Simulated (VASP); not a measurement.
A run of VASP 6.6.1 is set up as follows.

The input INCAR:

```
PREC = Accurate
ENCUT = 520
EDIFF = 1E-6
ISMEAR = 0
SIGMA = 0.1
LREAL = False
LASPH = True
NELM = 150
ALGO = Normal
ISIF = 2
LWAVE = False
LCHARG = False
ISPIN = 2
MAGMOM = 0 0 0 1 1
LORBIT = 11
LMAXMIX = 4
GGA = PE
NBANDS = 30
```

KPOINTS

```
regular mesh
0
Gamma
  4 4 4
```

File POSCAR:

```
CuBr2N2
1.0
    3.8371950000     -3.8872890000      0.0000000000
    3.8371950000      3.8872890000      0.0000000000
   -0.7380830000      0.0000000000      3.9625100000
Cu Br N
1 2 2
Direct
    0.0000000000      0.0000000000      0.0000000000
    0.7527280000      0.7527280000      0.5777260000
    0.2472720000      0.2472720000      0.4222740000
    0.2410870000      0.7589130000      0.0000000000
    0.7589130000      0.2410870000      0.0000000000
```

Potentials or basis: VASP PAW PBE potentials, release 64 (Cu, Br, N).

The run is started by

```console
$ cat potpaw_PBE.64/Cu/POTCAR potpaw_PBE.64/Br/POTCAR potpaw_PBE.64/N/POTCAR > POTCAR
$ mpirun -np 1 vasp_std > vasp.out
```

Task: Estimate the largest force.

Result: 0.130 eV/Å.

Task: Predict the pressure.

Result: 0.1 GPa.

Stress tensor (GPa, compression positive):
```
-0.24  0.00 -0.10
 0.00  0.61  0.00
-0.10  0.00  0.00
```

Caveat: a cell with one magnetic atom can't hold antiferromagnetic order, which such compounds often take.
